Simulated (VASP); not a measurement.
# MgS (Fm-3m) in VASP: notebook, part 2 of 2

VASP 6.6.1.

**4. Single point, HSE06**

Contents of POSCAR:

```
MgS
1.0
    0.0000000000      2.6015176528      2.6015176528
    2.6015176528      0.0000000000      2.6015176528
    2.6015176528      2.6015176528      0.0000000000
Mg S
1 1
Direct
    0.0000000000      0.0000000000      0.0000000000
    0.5000000000      0.5000000000      0.5000000000
```

Contents of INCAR.step1:

```
SYSTEM = MgS
ALGO = Normal
EDIFF = 1E-5
ENCUT = 520
GGA = PE
ISIF = 2
ISMEAR = 0
LASPH = .True.
LREAL = .False.
LWAVE = .True.
NBANDS = 11
NELM = 80
PREC = Accurate
SIGMA = 0.01
```

Contents of INCAR.step2:

```
SYSTEM = MgS
ALGO = Normal
EDIFF = 1E-6
ENCUT = 520
GGA = PE
HFSCREEN = 0.2079
ISIF = 2
ISMEAR = 0
ISTART = 1
LASPH = .True.
LCHARG = .True.
LELF = .True.
LHFCALC = .True.
LREAL = .False.
LVHAR = .True.
LWAVE = .False.
NBANDS = 11
NELM = 80
PREC = Accurate
PRECFOCK = Normal
SIGMA = 0.01
```

Contents of KPOINTS:

```
k-points
0
Gamma
  6 6 6
  0 0 0
```

Potentials or basis: VASP PAW PBE potentials, release 64 (Mg, S).

Launch:

```
$ cat potpaw_PBE.64/Mg/POTCAR potpaw_PBE.64/S/POTCAR > POTCAR
$ cp INCAR.step1 INCAR
$ mpirun -np 1 vasp_std > vasp.out
$ cp INCAR.step2 INCAR
$ mpirun -np 1 vasp_std > vasp.out
```

OUTCAR:

```text
SYSTEM = MgS
   EDIFF = 1E-6
   ENCUT = 520
   GGA = PE
   HFSCREEN = 0.2079
   ISIF = 2
   ISMEAR = 0
   ISTART = 1
   LASPH = .True.
   LHFCALC = .True.
   LREAL = .False.
   NELM = 80
   PREC = Accurate
   PRECFOCK = Normal

 ion  position               nearest neighbor table
   1  0.000  0.000  0.000-   2 2.60   2 2.60   2 2.60   2 2.60   2 2.60   2 2.60
   2  0.500  0.500  0.500-   1 2.60   1 2.60   1 2.60   1 2.60   1 2.60   1 2.60

  LATTYP: Found a face centered cubic cell.
 ALAT       =     5.2030353056

  Lattice vectors:

 A1 = (   0.0000000000,   2.6015176528,   2.6015176528)
 A2 = (   2.6015176528,   0.0000000000,   2.6015176528)
 A3 = (   2.6015176528,   2.6015176528,   0.0000000000)

Analysis of symmetry for initial positions (statically):
=====================================================================
 Subroutine PRICEL returns:
 Original cell was already a primitive cell.

 Routine SETGRP: Setting up the symmetry group for a
 face centered cubic supercell.

 Subroutine GETGRP returns: Found 48 space group operations
 (whereof 48 operations were pure point group operations)
 out of a pool of 48 trial point group operations.

[... 171 lines left out ...]
      2       3.0650      2.00000
      3       3.0650      2.00000
      4       3.0650      2.00000
      5       7.8610      0.00000
      6      12.1694      0.00000
      7      12.1694      0.00000
      8      12.1694      0.00000
      9      14.7541      0.00000
     10      14.7541      0.00000
     11      16.7986      0.00000
[... 197 lines left out ...]
 k-point    16 :      -0.3333    0.5000    0.1667
  band No.  band energies     occupation
      1      -9.0185      2.00000
      2      -1.0376      2.00000
      3       0.2555      2.00000
      4       0.6952      2.00000
      5       8.5245      0.00000
      6      10.3430      0.00000
      7      13.5435      0.00000
      8      14.1880      0.00000
      9      18.4183      0.00000
     10      19.6650      0.00000
     11      20.1342      0.00000

------------------------ aborting loop because EDIFF is reached ----------------------------------------

  FORCE on cell =-STRESS in cart. coord.  units (eV):
  Direction    XX          YY          ZZ          XY          YZ          ZX
  --------------------------------------------------------------------------------------
  -------------------------------------------------------------------------------------
  Total       -0.1571865     -0.1571865     -0.1571865      0.0000000      0.0000000     -0.0000000
  in kB       -7.1518045     -7.1518045     -7.1518045      0.0000000      0.0000000     -0.0000000
  external PRESSURE =      -7.1518045 kB  Pullay stress =       0.0000000 kB

 VOLUME and BASIS-vectors are now :
 -----------------------------------------------------------------------------
  energy-cutoff  :      520.00
  volume of cell :       35.21
      direct lattice vectors                 reciprocal lattice vectors
     0.000000000  2.601517653  2.601517653    -0.192195505  0.192195505  0.192195505
     2.601517653  0.000000000  2.601517653     0.192195505 -0.192195505  0.192195505
     2.601517653  2.601517653  0.000000000     0.192195505  0.192195505 -0.192195505

 POSITION                                       TOTAL-FORCE (eV/Angst)
 -----------------------------------------------------------------------------------
      0.00000      0.00000      0.00000        -0.000000      0.000000     -0.000000
      2.60152      2.60152      2.60152         0.000000     -0.000000      0.000000
 -----------------------------------------------------------------------------------
    total drift:                                0.000006      0.000006      0.000006

  FREE ENERGIE OF THE ION-ELECTRON SYSTEM (eV)
  ---------------------------------------------------
  free  energy   TOTEN  =        -9.8869726986 eV

  energy  without entropy=       -9.8869726986  energy(sigma->0) =       -9.88697270
```

OUTCAR.step1:

```text
SYSTEM = MgS
   EDIFF = 1E-5
   ENCUT = 520
   GGA = PE
   ISIF = 2
   ISMEAR = 0
[... 435 lines left out ...]
      0.00000      0.00000      0.00000        -0.000000      0.000000      0.000000
      2.60152      2.60152      2.60152         0.000000     -0.000000     -0.000000
 -----------------------------------------------------------------------------------
    total drift:                                0.000000      0.000000      0.000000

  FREE ENERGIE OF THE ION-ELECTRON SYSTEM (eV)
  ---------------------------------------------------
  free  energy   TOTEN  =        -8.4991764444 eV

  energy  without entropy=       -8.4991764444  energy(sigma->0) =       -8.49917644
```

Run time: 11 min. Hardware: 1 thread of Intel Xeon Platinum 8259CL at 2.50GHz (Skylake/Cascade Lake), shared host; peak memory 0.27 GiB.

Results:

- Free energy: -9.8870 eV
- Pressure: -0.7 GPa
- Band gap on the k mesh: 3.75 eV, indirect (least direct gap 4.80 eV)

Levels at points of the mesh, in eV from the valence-band top:
```csv
k point,band 2,band 3,band 4,band 5,band 6,band 7
"(0.00, 0.00, 0.00)",0.00,0.00,0.00,4.80,9.10,9.10
"(0.50, 0.00, 0.00)",-5.27,-0.65,-0.65,5.55,8.05,8.05
"(0.50, 0.50, 0.00)",-4.60,-1.84,-1.84,3.75,5.34,13.52
```

Caveat: the PAW data sets were made with another functional, which shifts forces and pressure a little. A k mesh can miss the band edges.

**5. The runs side by side**

```tsv
level	k mesh	grid for exact exchange (PRECFOCK)	screening parameter	gap on the mesh (eV)	pressure (GPa)
PBE	8 × 8 × 8	-	-	2.78	0.9
r2SCAN	6 × 6 × 6	-	-	3.43	-0.4
HSE06	6 × 6 × 6	Normal	0.2079 1/Å	3.75	-0.7
```

Alike in all rows: task single point; potentials or basis VASP PAW PBE potentials, release 64 (Mg, S); no spin polarisation; cell as given; cutoff (eV) 520; smearing gaussian 0.01 eV.

On the cell as given the gap runs from 2.78 eV (PBE) to 3.75 eV (HSE06); the meshes differ, which moves gaps too. The pressure there spans -0.7 GPa (HSE06) to 0.9 GPa (PBE); a positive pressure means that this level wants a larger cell, a negative one a smaller.

Caveats: the PAW data sets were made with another functional, which shifts forces and pressure a little (some runs).

Absolute energies hang on the potentials; compare differences alone.
